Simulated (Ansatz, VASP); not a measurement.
**B2F3: VASP beside Ansatz**

```xyz
5
Lattice="1.4142 0.8165 6.5556 -1.4142 0.8165 6.5556 0.0000 -1.6330 6.5556" Properties=species:S:1:pos:R:3 pbc="T T T"
B     0.0000    0.0000    7.8667
B     0.0000    0.0000   11.8000
F     0.0000    0.0000    0.0000
F     0.0000    0.0000    4.1202
F     0.0000    0.0000   15.5465
```

Alike in both runs: task relaxation of cell and atoms; functional PBE; k mesh 6 × 6 × 6; occupations gaussian, width 0.1 eV; no spin polarisation.

|  | VASP | Ansatz |
| --- | --- | --- |
| version | VASP 6.6.1 | Ansatz 0.2.0 |
| potentials or method | VASP PAW PBE potentials, release 64 (B, F), cutoff 600 eV | scalar-relativistic, plane waves, PAW |
| valence electrons in the cell | 27 | 27 |

Ansatz gave:

```
gap on the k mesh at the Fermi level, each at its own relaxed structure (eV) : none
relaxed volume (Å³/atom)                                                     : 12.08
relaxed length of the cell vector where the two differ most in proportion (Å)              : 7.900
```

What did VASP give for the same quantities?

gap on the k mesh at the Fermi level, each at its own relaxed structure (eV): none; relaxed volume (Å³/atom): 11.64; relaxed length of the cell vector where the two differ most in proportion (Å): 7.619.

A gap of «none» marks a metal or a gap that the smearing closes.

The k mesh is coarse, so the values compare programs but aren't converged. Noted on VASP's run: the volume moved by over 15 % at a fixed basis, so the end points are rough.
